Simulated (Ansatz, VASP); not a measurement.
# One calculation of Sb, two programs

```xyz
2
Lattice="3.3545 0.0000 0.0000 -1.6773 2.9051 0.0000 0.0000 0.0000 5.4702" Properties=species:S:1:pos:R:3 pbc="T T T"
Sb    1.6773    0.9684    4.1026
Sb    0.0000    1.9367    1.3675
```

Alike in both runs: task single point; functional PBE; k mesh 9 × 9 × 5; occupations gaussian, width 0.025 eV; no spin polarisation.

|  | VASP | Ansatz |
| --- | --- | --- |
| version | VASP 6.6.1 | Ansatz 0.2.0 |
| potentials or method | VASP PAW PBE potentials, release 64 (Sb) | Ansatz PAW |
| plane-wave cutoff (eV) | 500 | 420 |
| valence electrons in the cell | 10 | 30 |

|  | VASP | Ansatz | Ansatz less VASP |
| --- | --- | --- | --- |
| gap on the k mesh at the Fermi level (eV) | none | none | - |
| pressure (GPa) | 1.3 | 1.5 | +0.16 |
| traceless stress, the component that is largest in VASP (GPa) | 0.37 | 0.35 | -0.021 |

A gap of «none» marks a metal or a gap that the smearing closes. VASP's potentials hold 10 valence electrons a cell and Ansatz's 30, so a difference there can come from the potentials and not from the codes.

Spin-orbit coupling is off throughout.
